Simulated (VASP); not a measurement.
Input of a VASP 6.6.1 run:

The input INCAR:

```
SYSTEM = WSe2
PREC     = Accurate       ! precision mode
ENCUT    = 450            ! plane-wave cutoff, eV
EDIFF    = 1E-7           ! SCF threshold, eV
ISMEAR   = 0              ! smearing method
SIGMA    = 0.05           ! smearing width, eV
LREAL    = .FALSE.        ! projectors in reciprocal space
LASPH    = .TRUE.         ! aspherical terms in the spheres
NELM     = 120            ! most SCF steps
ALGO     = Normal         ! electronic algorithm
ISIF     = 2              ! what is computed and relaxed
LWAVE    = .FALSE.        ! write WAVECAR
LCHARG   = .FALSE.        ! write CHGCAR
LDIPOL   = .TRUE.       
IDIPOL   = 3            
DIPOL    = 0.5 0.5 0.393
GGA      = PE             ! functional
IVDW     = 12             ! dispersion correction
IBRION   = 2              ! ionic algorithm
NSW      = 40             ! ionic steps
EDIFFG   = -0.003         ! ionic threshold
GGA_COMPAT= .FALSE.      
NELMIN   = 4            
NELMDL   = -8
```

The input KPOINTS:

```
Automatic mesh
0
G
  9 9 1
  0 0 0
```

The input POSCAR:

```
WSe2
1.0
    3.2854926209      0.0000000000      0.0000000000
   -1.6427463104      2.8453200736      0.0000000000
    0.0000000000      0.0000000000     24.2386466044
Se W
4 2
Selective dynamics
Direct
    0.3333333333      0.6666666667      0.1856539300  F F F
    0.3333333333      0.6666666667      0.3245712151  F F T
    0.6666666667      1.3333333333      0.4621599169  F F T
    0.6666666667      1.3333333333      0.6010730548  F F T
    0.6666666667      0.3333333333      0.2551445255  F F T
    1.0000000000      1.0000000000      0.5315843959  F F T
```

Potentials or basis: VASP PAW PBE potentials, release 64 (Se, W_sv).

The run is started by

```console
$ cat potpaw_PBE.64/Se/POTCAR potpaw_PBE.64/W_sv/POTCAR > POTCAR
$ mpirun -np 1 vasp_std > vasp.out
```

(1) What does it give for the dispersion energy per atom?

(2) What does it give for the band gap on the k mesh?

(3) Estimate the energy gained by relaxing.

Results:

(1) -0.403 eV.

(2) 1.39 eV (least direct gap 1.60 eV).

(3) 3.1 meV/atom.

Caveat: spin-orbit coupling is left out, which moves the levels of the heavy elements.
